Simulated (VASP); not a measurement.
# Ir in VASP: further runs

Runs on Ir. Level: PBE. Tasks: electric field gradients.

Everything below comes from runs of VASP 6.6.1. Logs are shortened: lines on timing, memory, paths and dates and some standing lists are left out, and cuts for length are marked.

### Step 1. The cell of the first run

It takes space group I4/mmm (No. 139, tetragonal). Conventional cell: a = 2.688 Å, b = 2.688 Å, c = 3.839 Å, α = 90.00°, β = 90.00°, γ = 90.00°. Within 3.5 Å of Ir (site symmetry 4/mmm) lie 12 Ir at 2.69 to 2.70 Å.

### Step 2. Electric field gradients, PBE (equal xx and yy strain of -1 %)

Contents of INCAR:

```
PREC = Accurate
ENCUT = 520
EDIFF = 1E-8
ISMEAR = -1
SIGMA = 0.05
LREAL = False
LASPH = True
NELM = 80
ALGO = Normal
ISIF = 2
LWAVE = False
LCHARG = False
GGA = PE
LEFG = True
NBANDS = 10
```

Contents of KPOINTS:

```
regular mesh
0
Gamma
  15 15 15
```

Contents of POSCAR:

```
Ir
1.0
    0.0000000000      1.9005030000      1.9197000000
    1.9005030000      0.0000000000      1.9197000000
    1.9005030000      1.9005030000      0.0000000000
Ir
1
Direct
    0.0000000000      0.0000000000      0.0000000000
```

Potentials or basis: VASP PAW PBE potentials, release 64 (Ir).

Launch:

```
cat potpaw_PBE.64/Ir/POTCAR > POTCAR
mpirun -np 1 vasp_std > vasp.out
```

OUTCAR:

```text
PREC = Accurate
   ENCUT = 520
   EDIFF = 1E-8
   ISMEAR = -1
   LREAL = False
   LASPH = True
   NELM = 80
   ISIF = 2
   GGA = PE

 ion  position               nearest neighbor table
   1  0.000  0.000  0.000-

  LATTYP: Found a body centered tetragonal cell.
 ALAT       =     2.6877171179
 C/A-ratio  =     1.4284985479

  Lattice vectors:

 A1 = (  -1.9005030000,   0.0000000000,   1.9197000000)
 A2 = (   1.9005030000,   0.0000000000,   1.9197000000)
 A3 = (   0.0000000000,   1.9005030000,  -1.9197000000)

Analysis of symmetry for initial positions (statically):
=====================================================================
 Subroutine PRICEL returns:
 Original cell was already a primitive cell.

 Routine SETGRP: Setting up the symmetry group for a
 body centered tetragonal supercell.

 Subroutine GETGRP returns: Found 16 space group operations
 (whereof 16 operations were pure point group operations)
 out of a pool of 16 trial point group operations.

The static configuration has the point symmetry D_4h.

Analysis of symmetry for dynamics (positions and initial velocities):
=====================================================================
 Subroutine PRICEL returns:
 Original cell was already a primitive cell.

 Routine SETGRP: Setting up the symmetry group for a
 body centered tetragonal supercell.

 Subroutine GETGRP returns: Found 16 space group operations
 (whereof 16 operations were pure point group operations)
 out of a pool of 16 trial point group operations.

The dynamic configuration has the point symmetry D_4h.

 Subroutine INISYM returns: Found 16 space group operations
 (whereof 16 operations are pure point group operations),
 and found     1 'primitive' translations

----------------------------------------------------------------------------------------

                                     Primitive cell

  volume of cell :      13.8676

  direct lattice vectors                    reciprocal lattice vectors
     0.000000000  1.900503000  1.919700000    -0.263088246  0.263088246  0.260457363
     1.900503000  0.000000000  1.919700000     0.263088246 -0.263088246  0.260457363
     1.900503000  1.900503000  0.000000000     0.263088246  0.263088246 -0.260457363

  length of vectors
     2.701325553  2.701325553  2.687717118     0.454168348  0.454168348  0.454168348

  position of ions in fractional coordinates (direct lattice)
     0.000000000  0.000000000  0.000000000

  ion indices of the primitive-cell ions
   primitive index   ion index
                 1           1

----------------------------------------------------------------------------------------

 KPOINTS: regular mesh

Automatic generation of k-mesh.
 Grid dimensions read from file:
 generate k-points for:   15   15   15

 Generating k-lattice:

  Cartesian coordinates                     Fractional coordinates (reciprocal lattice)
    -0.017539216  0.017539216  0.017363824     0.066666667 -0.000000000  0.000000000
     0.017539216 -0.017539216  0.017363824    -0.000000000  0.066666667  0.000000000
     0.017539216  0.017539216 -0.017363824     0.000000000  0.000000000  0.066666667

  Length of vectors
     0.030277890  0.030277890  0.030277890

  Shift w.r.t. Gamma in fractional coordinates (k-lattice)
     0.000000000  0.000000000  0.000000000

 Subroutine IBZKPT returns following result:
 ===========================================

 Found    288 irreducible k-points:

 Following reciprocal coordinates:
            Coordinates               Weight
  0.000000  0.000000  0.000000      1.000000
  0.066667 -0.000000  0.000000      8.000000
  0.133333  0.000000  0.000000      8.000000
  0.200000  0.000000  0.000000      8.000000
  0.266667  0.000000  0.000000      8.000000
  0.333333  0.000000  0.000000      8.000000
[... 16 lines left out ...]
  0.133333  0.133333  0.000000      2.000000
  0.200000  0.133333  0.000000      8.000000
 [... further k-points ...]
   k-points           NKPTS =    288   k-points in BZ     NKDIM =    288   number of bands    NBANDS=     10
   number of dos      NEDOS =    301   number of ions     NIONS =      1
   total plane-waves  NPLWV =   8000
   dimension x,y,z NGX =    20 NGY =   20 NGZ =   20
   dimension x,y,z NGXF=    40 NGYF=   40 NGZF=   40
   ions per type =               1
   NGX,Y,Z   is equivalent  to a cutoff of  12.31, 12.31, 12.37 a.u.
   NGXF,Y,Z  is equivalent  to a cutoff of  24.62, 24.62, 24.74 a.u.
 SYSTEM =  unknown system
   PREC   = accura    normal or accurate (medium, high low for compatibility)
   ISTART =      0    job   : 0-new  1-cont  2-samecut
   ICHARG =      2    charge: 1-file 2-atom 10-const
   ISPIN  =      1    spin polarized calculation?
   LNONCOLLINEAR =      F non collinear calculations
   LSORBIT =      F    spin-orbit coupling
   LASPH  =      T    aspherical Exc in radial PAW
   ENCUT  =  520.0 eV  38.22 Ry    6.18 a.u.   5.02  5.02  5.00*2*pi/ulx,y,z
   NELM   =     80;   NELMIN=  2; NELMDL= -5     # of ELM steps
   EDIFF  = 0.1E-07   stopping-criterion for ELM
   LREAL  =      F    real-space projection
   EDIFFG = 0.1E-06   stopping-criterion for IOM
   NSW    =      0    number of steps for IOM
   IBRION =     -1    ionic relax: 0-MD 1-quasi-New 2-CG
   NFREE  =      0    steps in history (QN), initial steepest desc. (CG)
   ISIF   =      2    stress and relaxation
   ISYM   =      2    0-nonsym 1-usesym 2-fastsym
   POTIM  = 0.5000    time-step for ionic-motion
   TEBEG  =    0.0;   TEEND  =   0.0 temperature during run
   PSTRESS=    0.0 pullay stress
   NELECT =       9.0000    total number of electrons
   NUPDOWN=      -1.0000    fix difference up-down
   EMIN   =  10.00;   EMAX   =-10.00  energy-range for DOS
   EFERMI =   0.00;   METHOD = LEGACY
   ISMEAR =    -1;   SIGMA  =   0.05  broadening in eV -4-tet -1-fermi 0-gaus
   EFERMI_NEDOS =   21; number of points for ismear=-14 and -15
   IALGO  =     38    algorithm
   IMIX   =      4    mixing-type and parameters
     AMIX     =   0.40;   BMIX     =  1.00
     AMIX_MAG =   1.60;   BMIX_MAG =  1.00
  volume/ion in A,a.u.               =      13.87        93.58
  Fermi-wavevector in a.u.,A,eV,Ry     =   1.417388  2.678475 27.333963  2.008990
  Thomas-Fermi vector in A             =   2.538624
   LORBIT       =      0    0 simple, 1 ext, 2 COOP (PROOUT), +10 PAW based schemes
   GGA     = PE    functional components
   LHFCALC =     F    Hartree Fock is set to
   AEXX    =    0.0000 exact exchange contribution
   IVDW    =     0    specifies the selected vdW correction
   LEPSILON=     F    determine dielectric tensor
   LRPA    =     F    only Hartree local field effects (RPA)
 non-spin polarized calculation
  energy-cutoff  :      520.00
  volume of cell :       13.87
 maximum number of plane-waves:       383
   NGX =  9   NGY =  9   NGZ =  9

 number of electron       9.0000001 magnetization

 Free energy of the ion-electron system (eV)
  ---------------------------------------------------
  ext. energy  EPLUGINS =         0.00000000
  ---------------------------------------------------
  free energy    TOTEN  =        -8.82330943 eV

  energy without entropy =       -8.81552474  energy(sigma->0) =       -8.81941709

 E-fermi :  10.8113     XC(G=0): -14.1077

 val. band max:       10.8057745681   @ k =  -0.4000   0.2667   0.2000
 cond. band min:      10.8210550642   @ k =  -0.3333   0.2667   0.0667
 fundamental gap:      0.0152804961
 Fermi energy:        10.8112770603

 k-point     1 :       0.0000    0.0000    0.0000
  band No.  band energies     occupation
      1      -0.5795      2.00000
      2       6.6604      2.00000
      3       6.7953      2.00000
      4       6.7953      2.00000
      5       9.4338      2.00000
      6       9.6157      2.00000
      7      25.0419      0.00000
      8      30.5277      0.00000
      9      30.8585      0.00000
     10      30.8585      0.00000

 k-point     2 :       0.0667   -0.0000    0.0000
  band No.  band energies     occupation
      1      -0.3779      2.00000
      2       6.6211      2.00000
      3       6.8135      2.00000
      4       6.8832      2.00000
      5       9.3804      2.00000
      6       9.5550      2.00000
      7      25.3934      0.00000
      8      29.7159      0.00000
      9      30.9812      0.00000
     10      31.1951      0.00000

 k-point     3 :       0.1333    0.0000    0.0000
  band No.  band energies     occupation
      1       0.1955      2.00000
      2       6.3810      2.00000
      3       7.0063      2.00000
      4       7.0984      2.00000
      5       9.2916      2.00000
      6       9.4407      2.00000
      7      26.3085      0.00000
      8      27.9188      0.00000
      9      31.9276      0.00000
     10      32.1598      0.00000

 k-point     4 :       0.2000    0.0000    0.0000
  band No.  band energies     occupation
      1       1.0242      2.00000
      2       6.1718      2.00000
      3       7.1627      2.00000
      4       7.2770      2.00000
      5       9.3785      2.00000
      6       9.4773      2.00000
      7      25.9723      0.00000
      8      27.4552      0.00000
      9      33.3795      0.00000
     10      33.6159      0.00000

 k-point     5 :       0.2667    0.0000    0.0000
  band No.  band energies     occupation
      1       1.8461      2.00000
      2       6.3237      2.00000
      3       7.1036      2.00000
      4       7.2400      2.00000
      5       9.8269      2.00000
      6       9.8661      2.00000
      7      24.1658      0.00000
      8      27.5046      0.00000
      9      34.8732      0.00000
     10      35.0505      0.00000

 k-point     6 :       0.3333    0.0000    0.0000
  band No.  band energies     occupation
      1       2.3250      2.00000
      2       6.8999      2.00000
      3       7.0448      2.00000
      4       7.1601      2.00000
      5      10.5187      1.99426
      6      10.5286      1.99301
      7      22.1922      0.00000
      8      26.3258      0.00000
      9      33.5723      0.00000
     10      33.6703      0.00000
[... 183 lines left out ...]
 k-point    21 :      -0.1333    0.0667    0.0000
  band No.  band energies     occupation
      1       0.6261      2.00000
      2       6.1762      2.00000
      3       7.1473      2.00000
      4       7.2603      2.00000
      5       9.0526      2.00000
      6       9.6273      2.00000
      7      26.9156      0.00000
      8      27.3554      0.00000
      9      31.3352      0.00000
     10      33.4816      0.00000

 k-point    22 :      -0.0667    0.0667    0.0000
  band No.  band energies     occupation
      1      -0.0473      2.00000
      2       6.4785      2.00000
      3       6.9364      2.00000
      4       7.0058      2.00000
      5       9.3044      2.00000
      6       9.4826      2.00000
      7      25.9503      0.00000
      8      28.8702      0.00000
      9      30.7680      0.00000
     10      32.0603      0.00000

 k-point    23 :       0.1333    0.1333    0.0000
  band No.  band energies     occupation
      1       0.4474      2.00000
      2       5.9268      2.00000
      3       7.4029      2.00000
      4       7.4029      2.00000
      5       8.5646      2.00000
      6       9.9176      2.00000
      7      26.8160      0.00000
      8      29.0424      0.00000
      9      31.0640      0.00000
     10      31.0640      0.00000

 k-point    24 :       0.2000    0.1333    0.0000
  band No.  band energies     occupation
      1       1.0841      2.00000
      2       5.6158      2.00000
      3       7.5564      2.00000
      4       7.7044      2.00000
      5       8.4210      2.00000
      6      10.0737      2.00000
      7      27.8064      0.00000
      8      27.9730      0.00000
      9      31.1701      0.00000
     10      31.6507      0.00000

 [... further k-points ...]
[... 5 lines left out ...]
  --------------------------------------------------------------------------------------
  -------------------------------------------------------------------------------------
  Total        1.6754630      1.6754630      1.3121330      0.0000000      0.0000000      0.0000000
  in kB      193.5730708    193.5730708    151.5960783      0.0000000      0.0000000      0.0000000
  external PRESSURE =     179.5807400 kB  Pullay stress =       0.0000000 kB

 VOLUME and BASIS-vectors are now :
 -----------------------------------------------------------------------------
  energy-cutoff  :      520.00
  volume of cell :       13.87
      direct lattice vectors                 reciprocal lattice vectors
     0.000000000  1.900503000  1.919700000    -0.263088246  0.263088246  0.260457363
     1.900503000  0.000000000  1.919700000     0.263088246 -0.263088246  0.260457363
     1.900503000  1.900503000  0.000000000     0.263088246  0.263088246 -0.260457363

 POSITION                                       TOTAL-FORCE (eV/Angst)
 -----------------------------------------------------------------------------------
      0.00000      0.00000      0.00000         0.000000     -0.000000      0.000000
 -----------------------------------------------------------------------------------
    total drift:                                0.000000     -0.000000     -0.000000

  FREE ENERGIE OF THE ION-ELECTRON SYSTEM (eV)
  ---------------------------------------------------
  free  energy   TOTEN  =        -8.8233094319 eV

  energy  without entropy=       -8.8155247392  energy(sigma->0) =       -8.81941709

 Electric field gradients (V/A^2)
---------------------------------------------------------------------
 ion       V_xx      V_yy      V_zz      V_xy      V_xz      V_yz
---------------------------------------------------------------------
   1      -3.879    -3.879     7.758     0.000     0.000     0.000
---------------------------------------------------------------------

 Electric field gradients after diagonalization (V/A^2)
 (convention: |V_zz| > |V_xx| > |V_yy|)
----------------------------------------------------------------------
 ion       V_xx      V_yy      V_zz     asymmetry (V_yy - V_xx)/ V_zz
----------------------------------------------------------------------
   1      -3.879    -3.879     7.758       0.000
----------------------------------------------------------------------

           NMR quadrupolar parameters

 Cq : quadrupolar parameter    Cq=e*Q*V_zz/h
 eta: asymmetry parameters     (V_yy - V_xx)/ V_zz
 Q  : nuclear electric quadrupole moment in mb (millibarn)
----------------------------------------------------------------------
 ion       Cq(MHz)       eta       Q (mb)
----------------------------------------------------------------------
   1       0.019       0.000       1.000
----------------------------------------------------------------------
```

Run time: 23 s. Hardware: 1 thread of Intel Xeon 6975P-C, shared host; peak memory 0.16 GiB.

What came out:

```
Free energy : -8.8233 eV
Pressure    : 18.0 GPa
```

Electric field gradients, principal values (V/Å²):
| atom | least | middle | greatest (by size) |
| --- | --- | --- | --- |
| 1 Ir | -3.879 | -3.879 | 7.758 |

Caveat: the cell differs from its parent crystal (equal xx and yy strain of -1 %); without QUAD_EFG the Cq values of the log hold for a quadrupole moment of 1 mb, not for the nuclei; spin-orbit coupling is left out, which moves the levels of the heavy elements.

[end of part 1 of 2]
